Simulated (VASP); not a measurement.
# As in VASP: single point with PBEsol

Aim: the single point of As with PBEsol.

Everything below comes from runs of VASP 6.6.1. Logs are shortened: lines on timing, memory, paths and dates and some standing lists are left out, and cuts for length are marked.

## 1. The cell of the first run

The cell holds a sheet with vacuum, 2 atoms: a = 3.519 Å, b = 3.519 Å, c = 17.396 Å, α = 90.00°, β = 90.00°, γ = 120.00°.

## 2. Single point, PBEsol

INCAR reads:

```
SYSTEM = As
ALGO = Normal
DIPOL = 0.5 0.5 0.500
EDIFF = 1E-6
ENCUT = 400
GGA = PS
GGA_COMPAT = .False.
IDIPOL = 3
ISIF = 2
ISMEAR = 0
LASPH = .True.
LCHARG = .False.
LDIPOL = .True.
LREAL = .False.
LWAVE = .False.
NBANDS = 12
NELM = 120
NELMDL = -8
PREC = Accurate
SIGMA = 0.03
```

KPOINTS reads:

```
k-points
0
Gamma
  12 12 1
  0 0 0
```

POSCAR reads:

```
As
1.0
    3.5185784802      0.0000000000      0.0000000000
   -1.7592892401      3.0471783491      0.0000000000
    0.0000000000      0.0000000000     17.3956058377
As
2
Direct
    0.3333333333      0.6666666667      0.4598862537
    0.6666666667      0.3333333333      0.5401137463
```

Potentials or basis: VASP PAW PBE potentials, release 64 (As).

Launch:

```bash
$ cat potpaw_PBE.64/As/POTCAR > POTCAR
$ mpirun -np 1 vasp_std > vasp.out
```

OUTCAR:

```text
SYSTEM = As
   EDIFF = 1E-6
   ENCUT = 400
   GGA = PS
   ISIF = 2
   ISMEAR = 0
   LASPH = .True.
   LREAL = .False.
   NELM = 120
   NELMDL = -8
   PREC = Accurate

 ion  position               nearest neighbor table
   1  0.333  0.667  0.460-   2 2.46   2 2.46   2 2.46
   2  0.667  0.333  0.540-   1 2.46   1 2.46   1 2.46

  LATTYP: Found a hexagonal cell.
 ALAT       =     3.5185784802
 C/A-ratio  =     4.9439300375

  Lattice vectors:

 A1 = (   3.5185784802,   0.0000000000,   0.0000000000)
 A2 = (  -1.7592892401,   3.0471783491,   0.0000000000)
 A3 = (   0.0000000000,   0.0000000000,  17.3956058377)

Analysis of symmetry for initial positions (statically):
=====================================================================
 Subroutine PRICEL returns:
 Original cell was already a primitive cell.

 Routine SETGRP: Setting up the symmetry group for a
 hexagonal supercell.

 Subroutine GETGRP returns: Found 12 space group operations
 (whereof 12 operations were pure point group operations)
 out of a pool of 24 trial point group operations.

The static configuration has the point symmetry D_3d.

Analysis of symmetry for dynamics (positions and initial velocities):
=====================================================================
 Subroutine PRICEL returns:
 Original cell was already a primitive cell.

 Routine SETGRP: Setting up the symmetry group for a
 hexagonal supercell.

 Subroutine GETGRP returns: Found 12 space group operations
 (whereof 12 operations were pure point group operations)
 out of a pool of 24 trial point group operations.

The dynamic configuration has the point symmetry D_3d.

 Subroutine INISYM returns: Found 12 space group operations
 (whereof 12 operations are pure point group operations),
 and found     1 'primitive' translations

----------------------------------------------------------------------------------------

                                     Primitive cell

  volume of cell :     186.5111

  direct lattice vectors                    reciprocal lattice vectors
     3.518578480  0.000000000  0.000000000     0.284205683  0.164086228  0.000000000
    -1.759289240  3.047178349  0.000000000     0.000000000  0.328172455  0.000000000
     0.000000000  0.000000000 17.395605838     0.000000000  0.000000000  0.057485782

  length of vectors
     3.518578480  3.518578480 17.395605838     0.328172455  0.328172455  0.057485782

  position of ions in fractional coordinates (direct lattice)
     0.333333333  0.666666667  0.459886254
     0.666666667  0.333333333  0.540113746

[... 86 lines left out ...]
   EFERMI_NEDOS =   21; number of points for ismear=-14 and -15
   IALGO  =     38    algorithm
   IMIX   =      4    mixing-type and parameters
     AMIX     =   0.40;   BMIX     =  1.00
     AMIX_MAG =   1.60;   BMIX_MAG =  1.00
  volume/ion in A,a.u.               =      93.26       629.32
  Fermi-wavevector in a.u.,A,eV,Ry     =   0.617315  1.166556  5.184873  0.381077
  Thomas-Fermi vector in A             =   1.675356
   LORBIT       =      0    0 simple, 1 ext, 2 COOP (PROOUT), +10 PAW based schemes
   GGA     = PS    functional components
   LHFCALC =     F    Hartree Fock is set to
   AEXX    =    0.0000 exact exchange contribution
   IVDW    =     0    specifies the selected vdW correction
   LEPSILON=     F    determine dielectric tensor
   LRPA    =     F    only Hartree local field effects (RPA)
 non-spin polarized calculation
 Gauss-broadening in eV      SIGMA  =   0.03
  energy-cutoff  :      400.00
  volume of cell :      186.51
 maximum number of plane-waves:      3416
 NGX is ok and might be reduce to    24
   NGX = 11   NGY = 11   NGZ = 57

 number of electron      10.0000002 magnetization

 dipolmoment           0.000000      0.000000      0.000000 electrons x Angstroem

 Free energy of the ion-electron system (eV)
  ---------------------------------------------------
  ext. energy  EPLUGINS =         0.00000000
  ---------------------------------------------------
  free energy    TOTEN  =       -10.00747504 eV

  energy without entropy =      -10.00747504  energy(sigma->0) =      -10.00747504

 E-fermi :  -2.8369     XC(G=0):  -3.0481

 val. band max:       -2.9832227001   @ k =   0.0000   0.0000   0.0000
 cond. band min:      -1.5739176582   @ k =   0.3333  -0.0000   0.0000
 fundamental gap:      1.4093050419
 Fermi energy:        -2.8369442793

 k-point     1 :       0.0000    0.0000    0.0000
  band No.  band energies     occupation
      1     -17.0415      2.00000
      2     -10.4419      2.00000
      3      -3.8782      2.00000
      4      -2.9832      2.00000
      5      -2.9832      2.00000
      6      -0.8349      0.00000
      7       0.5688      0.00000
      8       0.5688      0.00000
      9       1.8153      0.00000
     10       1.9853      0.00000
     11       3.0751      0.00000
     12       3.8079      0.00000
[... 256 lines left out ...]
 k-point    19 :       0.3333    0.3333    0.0000
  band No.  band energies     occupation
      1     -13.1978      2.00000
      2     -13.1978      2.00000
      3      -7.8170      2.00000
      4      -5.2327      2.00000
      5      -5.2327      2.00000
      6      -1.3179      0.00000
      7       1.5240      0.00000
      8       1.5240      0.00000
      9       5.0046      0.00000
     10       6.1141      0.00000
     11       6.1141      0.00000
     12       6.8000      0.00000

------------------------ aborting loop because EDIFF is reached ----------------------------------------

 vacuum level on the upper side and lower side of the slab       (xc-potential included)        -0.156        -0.156

  FORCE on cell =-STRESS in cart. coord.  units (eV):
  Direction    XX          YY          ZZ          XY          YZ          ZX
  --------------------------------------------------------------------------------------
  -------------------------------------------------------------------------------------
  Total        0.4523595      0.4523595      0.1804695      0.0000000     -0.0000000     -0.0000000
  in kB        3.8858825      3.8858825      1.5502786      0.0000000     -0.0000000     -0.0000000
  external PRESSURE =       3.1073479 kB  Pullay stress =       0.0000000 kB

 VOLUME and BASIS-vectors are now :
 -----------------------------------------------------------------------------
  energy-cutoff  :      400.00
  volume of cell :      186.51
      direct lattice vectors                 reciprocal lattice vectors
     3.518578480  0.000000000  0.000000000     0.284205683  0.164086228  0.000000000
    -1.759289240  3.047178349  0.000000000     0.000000000  0.328172455  0.000000000
     0.000000000  0.000000000 17.395605838     0.000000000  0.000000000  0.057485782

 POSITION                                       TOTAL-FORCE (eV/Angst)
 -----------------------------------------------------------------------------------
     -0.00000      2.03145      8.00000         0.000000     -0.000000     -0.134963
      1.75929      1.01573      9.39561        -0.000000      0.000000      0.134963
 -----------------------------------------------------------------------------------
    total drift:                               -0.000000     -0.000000     -0.000000

  FREE ENERGIE OF THE ION-ELECTRON SYSTEM (eV)
  ---------------------------------------------------
  free  energy   TOTEN  =       -10.0074750428 eV

  energy  without entropy=      -10.0074750428  energy(sigma->0) =      -10.00747504

 vacuum level on the upper side and lower side of the slab         2.169         2.169
```

OSZICAR:

```text
N       E                     dE             d eps       ncg     rms          rms(c)
DAV:   1     0.488786631579E+02    0.48879E+02   -0.27797E+03   456   0.465E+02
DAV:   2    -0.549010940047E+01   -0.54369E+02   -0.51815E+02   700   0.945E+01
DAV:   3    -0.100483466769E+02   -0.45582E+01   -0.45410E+01   636   0.328E+01
[... 13 lines left out ...]
DAV:  17    -0.100074309132E+02   -0.12620E-04   -0.52421E-06   560   0.593E-03    0.928E-04
DAV:  18    -0.100074488796E+02   -0.17966E-04   -0.38252E-07   552   0.217E-03    0.691E-04
DAV:  19    -0.100074671345E+02   -0.18255E-04   -0.92925E-07   500   0.252E-03    0.379E-04
DAV:  20    -0.100074743030E+02   -0.71685E-05   -0.43224E-07   548   0.158E-03    0.277E-04
DAV:  21    -0.100074750428E+02   -0.73977E-06   -0.17827E-08   500   0.402E-04
   1 F= -.10007475E+02 E0= -.10007475E+02  d E =-.111148E-13
```

stdout:

```text
POSCAR found type information on POSCAR As
 POSCAR found :  1 types and       2 ions
 scaLAPACK will be used
 -----------------------------------------------------------------------------
|                                                                             |
|                                                                             |
|     You enforced a specific xc type in the INCAR file but a different       |
|     I HOPE YOU KNOW WHAT YOU ARE DOING!                                     |
|                                                                             |
 -----------------------------------------------------------------------------

 LDA part: xc-table for (Slater+PW92), standard interpolation
 POSCAR, INCAR and KPOINTS ok, starting setup
 FFT: planning ... GRIDC
 FFT: planning ... GRID_SOFT
 FFT: planning ... GRID
 WAVECAR not read
 entering main loop
```

Wall time 22 s (1 thread of AMD EPYC 9R45 (Zen 5), shared host); peak memory 0.2 GiB.

What came out:

```yaml
Free_energy: -10.0075 eV
Largest_force: 0.135 eV/Å
Band_gap_on_the_k_mesh: 1.41 eV, indirect (least direct gap 2.15 eV)
```

Forces in eV/Å, atoms in the order of the input:
```
As   0.000  0.000 -0.135
As   0.000  0.000  0.135
```

Levels at points of the mesh, in eV from the valence-band top:
| k point | band 2 | band 3 | band 4 | band 5 | band 6 | band 7 | band 8 | band 9 |
| --- | --- | --- | --- | --- | --- | --- | --- | --- |
| (0.00, 0.00, 0.00) | -7.46 | -0.90 | 0.00 | 0.00 | 2.15 | 3.55 | 3.55 | 4.80 |
| (0.50, 0.00, 0.00) | -9.40 | -3.74 | -2.06 | -1.87 | 1.82 | 2.90 | 4.54 | 6.04 |

Caveat: the PAW data sets were made with another functional, which shifts forces and pressure a little.
